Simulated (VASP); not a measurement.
Here is a VASP 6.6.1 calculation.

INCAR

```
PREC     = Accurate       # precision mode
ENCUT    = 500            # plane-wave cutoff, eV
EDIFF    = 1E-6           # SCF threshold, eV
ISMEAR   = 0              # smearing method
SIGMA    = 0.01           # smearing width, eV
LREAL    = False          # projectors in reciprocal space
LASPH    = True           # aspherical terms in the spheres
NELM     = 120            # most SCF steps
ALGO     = Normal         # electronic algorithm
ISIF     = 2              # what is computed and relaxed
LWAVE    = False          # write WAVECAR
LCHARG   = False          # write CHGCAR
GGA      = PS             # functional
NBANDS   = 15             # bands
GGA_COMPAT= False
```

The input KPOINTS:

```
Automatic mesh
0
Gamma
  6 6 6
```

Contents of POSCAR:

```
CsI
1.0
    4.5031916819      0.0000000000      0.0000000000
    0.0000000000      4.5031916819      0.0000000000
    0.0000000000      0.0000000000      4.5257076403
Cs I
1 1
Direct
    0.0000000000      0.0000000000      0.0000000000
    0.5000000000      0.5000000000      0.5000000000
```

Potentials or basis: VASP PAW PBE potentials, release 64 (Cs_sv, I).

The run is started by

```console
$ cat potpaw_PBE.64/Cs_sv/POTCAR potpaw_PBE.64/I/POTCAR > POTCAR
$ mpirun -np 1 vasp_std > vasp.out
```

Problem. Estimate the band gap on the k mesh.

Solution. 3.81 eV (least direct gap 3.90 eV).

Problem. Predict the pressure.

Solution. 0.0 GPa.

Stress tensor (GPa, compression positive):
```
 0.05  0.00  0.00
 0.00  0.05  0.00
 0.00  0.00 -0.04
```

Caveat: the cell differs from its parent crystal (z stretched by +0.5 %, x and y held); the PAW data sets were made with another functional, which shifts forces and pressure a little; spin-orbit coupling is left out, which moves the levels of the heavy elements. A k mesh can miss the band edges.
